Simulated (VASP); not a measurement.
Set up this calculation in VASP 6.6.1, as the native input.

```
Task                   : single point
Functional             : PBEsol
Potentials or basis    : VASP PAW PBE potentials, release 64 (Ti_sv, C)
Cutoff                 : 520 eV
k mesh                 : 11 × 11 × 11
Occupations            : fermi-dirac, width 0.05 eV
Spin                   : no spin polarisation
Dipole correction      : no
Further INCAR settings : ALGO = Normal; EDIFF = 1e-06; NBANDS = 15
```

The structure of TiC lies in POSCAR:

```
TiC
1.0
    0.0000000000      2.1218727263      2.1218727263
    2.1218727263      0.0000000000      2.1218727263
    2.1218727263      2.1218727263      0.0000000000
Ti C
1 1
Direct
    0.0000000000      0.0000000000      0.0000000000
    0.5000000000      0.5000000000      0.5000000000
```

The input as run:

INCAR

```
SYSTEM = TiC
PREC = Accurate
ENCUT = 520
EDIFF = 1E-6
ISMEAR = -1
SIGMA = 0.05
LREAL = .FALSE.
LASPH = .TRUE.
NELM = 60
ALGO = Normal
ISIF = 2
LWAVE = .FALSE.
LCHARG = .TRUE.
GGA = PS
LELF = .TRUE.
LVHAR = .TRUE.
NBANDS = 15
```

KPOINTS

```
regular mesh
0
G
  11 11 11
  0 0 0
```

Potentials or basis: VASP PAW PBE potentials, release 64 (Ti_sv, C).

The run is started by

```bash
$ cat potpaw_PBE.64/Ti_sv/POTCAR potpaw_PBE.64/C/POTCAR > POTCAR
$ mpirun -np 1 vasp_std > vasp.out
```

Results of the run:

| Property | Result |
| --- | --- |
| Pressure | 10.1 GPa |
| Band gap on the k mesh | zero (band 8 reaches 10.72 eV, above the bottom of band 9 at 9.62 eV) |

Caveat: the PAW data sets were made with another functional, which shifts forces and pressure a little.

Wall time 8.8 s on 1 thread of Intel(R) Xeon(R) Platinum 8559C (Emerald Rapids), with other jobs on the host, peak memory 0.14 GiB.
